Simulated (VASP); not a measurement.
Ga4SbN3, 8 atoms in the cell. It takes space group P3m1 (No. 156, trigonal). Conventional cell: a = 3.167 Å, b = 3.167 Å, c = 14.400 Å, α = 90.00°, β = 90.00°, γ = 120.00°. Within 2.6 Å of N (site symmetry 3m) lie 4 Ga at 1.95 Å. N (site symmetry 3m) has 4 Ga at 1.94 to 1.99 Å within 2.6 Å. Within 2.6 Å of N (site symmetry 3m) lie 4 Ga at 1.94 to 1.95 Å. Sb (site symmetry 3m) has 1 Ga at 2.71 Å and 6 Sb at 3.17 Å within 3.6 Å. Ga (site symmetry 3m) has 4 N at 1.94 to 1.95 Å within 2.6 Å. Ga (site symmetry 3m) has 1 N at 1.99 Å within 2.6 Å. Within 2.6 Å of Ga (site symmetry 3m) lie 4 N at 1.94 to 1.95 Å. Within 2.6 Å of Ga (site symmetry 3m) lie 3 N at 1.95 Å. 

- Program: VASP 6.6.1
- Task: single point
- Functional: r2SCAN
- Potentials or basis: VASP PAW PBE potentials, release 64 (N, Sb, Ga_d)
- Cutoff: 520 eV
- k mesh: 12 × 12 × 2
- Occupations: fermi-dirac, width 0.02 eV
- Spin: no spin polarisation
- Dipole correction: no
- Further INCAR settings: ALGO = Normal; EDIFF = 1e-06; NBANDS = 46

Potentials or basis: VASP PAW PBE potentials, release 64 (N, Sb, Ga_d).

The run is started by

```sh
$ cat potpaw_PBE.64/N/POTCAR potpaw_PBE.64/Sb/POTCAR potpaw_PBE.64/Ga_d/POTCAR > POTCAR
$ cp INCAR.step1 INCAR
$ mpirun -np 1 vasp_std > vasp.out
$ cp INCAR.step2 INCAR
$ mpirun -np 1 vasp_std > vasp.out
```

Hardware: 1 thread of Intel Xeon 8259CL (shared host).

Task: Estimate the wall time of this run.

Result: Wall time 19 min on 1 thread of Intel Xeon 8259CL, on a shared host, peak memory 0.38 GiB. Counts: k points 38.
